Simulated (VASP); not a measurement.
A run of VASP 6.6.1:

Contents of INCAR:

```
SYSTEM = LiNi4H8O8
ALGO = Normal
EDIFF = 1E-6
ENCUT = 520
GGA = PS
ISIF = 2
ISMEAR = 0
ISPIN = 2
LASPH = .TRUE.
LCHARG = .FALSE.
LMAXMIX = 4
LORBIT = 11
LREAL = Auto
LWAVE = .FALSE.
MAGMOM = 0.8 0.8 0.8 0.8 0 0 0 0 0 0 0 0 0 0 0 0 0 0 0 0 0
NBANDS = 70
NELECT = 98.0
NELM = 150
PREC = Accurate
SIGMA = 0.05
```

The input KPOINTS:

```
k-points
0
G
  3 3 2
  0 0 0
```

POSCAR

```
LiNi4H8O8
1.0
    6.2881770000      0.0000000000      0.0000000000
    3.1433160000      5.4528830000      0.0000000000
    0.4656550000      0.2418370000      6.6999830000
Ni H O Li
4 8 8 1
Direct
    0.0673689936      0.4375311231      0.0039411946
    0.0564365795      0.9439659654     -0.0091139740
    0.5499180197      0.4375528730      0.0033265482
    0.5498471946      0.9550918714      0.0039680988
    0.3749878523      0.2646287105      0.2930810362
    0.2400463729      0.1256056669      0.7159741252
    0.3005839193      0.8024516849      0.2963784780
    0.2401055954      0.6155695765      0.7160283218
    0.9126082092      0.1908489489      0.2963805571
    0.7301411048      0.1256379075      0.7160239210
    0.9107625498      0.8002589142      0.2966337526
    0.7374940341      0.6231569618      0.7366134572
    0.3817813600      0.2703990871      0.1481394511
    0.2298875441      0.1166337710      0.8609925037
    0.3800933790      0.7703719653      0.1633556820
    0.2298205374      0.6161089380      0.8609823877
    0.8814433166      0.2691997575      0.1633253094
    0.7294670406      0.1165203232      0.8609827225
    0.8811152797      0.7698885729      0.1636660073
    0.7287086593      0.6156947943      0.8814508681
    0.7097092583      0.5992281865      0.2448352516
```

Potentials or basis: VASP PAW PBE potentials, release 64 (Ni, H, O, Li_sv).

Run with:

```console
$ cat potpaw_PBE.64/Ni/POTCAR potpaw_PBE.64/H/POTCAR potpaw_PBE.64/O/POTCAR potpaw_PBE.64/Li_sv/POTCAR > POTCAR
$ mpirun -np 1 vasp_std > vasp.out
```

Hardware: 1 thread of Intel(R) Xeon(R) Platinum 8259CL CPU @ 2.50GHz (Skylake/Cascade Lake) (shared host).

Question: Estimate the wall time of this run.

Answer: Run time: 16 min on 1 thread of Intel(R) Xeon(R) Platinum 8259CL CPU @ 2.50GHz (Skylake/Cascade Lake), on a shared host, peak memory 0.54 GiB. Counts: scf iterations 30, k points 10.
